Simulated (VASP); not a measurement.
Here is a VASP 6.6.1 calculation.

Contents of INCAR:

```
SYSTEM = Ru3N2
PREC = Accurate ; ENCUT = 520
EDIFF = 1E-6 ; ISMEAR = 0
SIGMA = 0.1 ; LREAL = .FALSE.
LASPH = .TRUE. ; NELM = 60
ALGO = Normal ; ISIF = 2
LWAVE = .FALSE. ; LCHARG = .FALSE.
GGA = PE ; NBANDS = 34
```

The input KPOINTS:

```
regular mesh
0
G
  12 12 6
  0 0 0
```

POSCAR

```
Ru3N2
1.0
    3.1621794562      0.0000000000      0.0000000000
   -1.5810897281      2.7385277404      0.0000000000
    0.0000000000      0.0000000000      6.4277695895
Ru N
3 2
Direct
    0.0000000000      0.0000000000      0.0000000000
    0.3333333333      0.6666666667      0.6675889922
    0.6666666667      0.3333333333      0.3324110078
    0.3333333333      0.6666666667      0.1978852321
    0.6666666667      0.3333333333      0.8021147679
```

Potentials or basis: VASP PAW PBE potentials, release 64 (Ru_pv, N).

The run is started by

```bash
$ cat potpaw_PBE.64/Ru_pv/POTCAR potpaw_PBE.64/N/POTCAR > POTCAR
$ mpirun -np 1 vasp_std > vasp.out
```

(1) What does it give for the pressure?

(2) What does it give for the band gap on the k mesh?

(3) Predict the largest force.

Answers

(1) 0.2 GPa.

(2) zero (band 26 reaches 12.06 eV, above the bottom of band 27 at 10.80 eV).

(3) 0.031 eV/Å.
